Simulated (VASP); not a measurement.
## HfN: single point with PBE

Crystal: HfN.

```
CELL_PARAMETERS angstrom
0.00000 2.38000 2.27381
2.27381 0.00000 2.27381
2.27381 2.38000 0.00000
ATOMIC_POSITIONS crystal
Hf 0.00000 0.00000 0.00000
N 0.50000 0.50000 0.50000
```

This cell differs from its parent crystal: mode 5 frozen in at +0.000 Å, normal strain along y +0.0467.

| Property | Result |
| --- | --- |
| Program | VASP 6.6.1 |
| Task | single point |
| Functional | PBE |
| Potentials or basis | VASP PAW PBE potentials, release 64 (Hf_pv, N) |
| Cutoff | 520 eV |
| k mesh | 16 × 16 × 16 |
| Occupations | gaussian, width 0.15 eV |
| Spin | no spin polarisation |
| Dipole correction | no |
| Further INCAR settings | ALGO = Normal; EDIFF = 1e-06; NBANDS = 14 |

The pressure is -11.9 GPa.

Stress tensor (GPa, compression positive):
```
 -6.78   0.00   0.00
  0.00 -22.27   0.00
  0.00   0.00  -6.78
```

Levels at points of the mesh, in eV from the Fermi level:
| k point | band 6 | band 7 | band 8 | band 9 | band 10 | band 11 |
| --- | --- | --- | --- | --- | --- | --- |
| (0.00, 0.00, 0.00) | -2.91 | -2.91 | -0.64 | -0.16 | -0.16 | 0.57 |
| (0.50, 0.00, 0.00) | -5.91 | -5.88 | 2.97 | 3.25 | 3.55 | 4.05 |
| (0.50, 0.50, 0.00) | -3.79 | -3.65 | -3.57 | 3.50 | 4.69 | 5.09 |
| (0.50, 0.00, 0.50) | -3.53 | -3.53 | -3.47 | 3.75 | 4.87 | 4.99 |

Wall time 48 s on 1 thread of Intel Xeon 6975P-C, on a shared host, peak memory 0.24 GiB.

Caveat: the cell differs from its parent crystal (mode 5 frozen in at +0.000 Å, normal strain along y +0.0467); spin-orbit coupling is left out, which moves the levels of the heavy elements.
